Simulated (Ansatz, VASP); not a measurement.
**GaP in VASP and in Ansatz**

```
Ga P
1.0
     0.00000    2.69565    2.69565
     2.69565    0.00000    2.69565
     2.69565    2.69565    0.00000
Ga P
1 1
Cartesian
  0.0000 0.0000 0.0000
  1.3478 1.3478 1.3478
```

Alike in both runs: functional LDA; k mesh 8 × 8 × 8; occupations gaussian, width 0.02 eV; no spin polarisation.

Ansatz relaxed the structure, and its values are those at the end. VASP's run is a single point on that final structure, the one shown.

```csv
,VASP,Ansatz
version,VASP 6.6.1,Ansatz 0.2.0
potentials or method,"VASP PAW LDA potentials, release 64 (Ga_d, P), cutoff 500 eV","scalar-relativistic, plane waves, PAW"
valence electrons in the cell,18,18
```

```csv
,VASP,Ansatz,Ansatz less VASP
gap on the k mesh at the Fermi level (eV),1.43,1.43,+0.001
least direct gap on the mesh (eV),1.91,1.88,-0.029
pressure (GPa),0.1,0.0,-0.08
```

LDA's correlation is that of Perdew and Zunger in VASP and of Perdew and Wang (1992) in Ansatz.
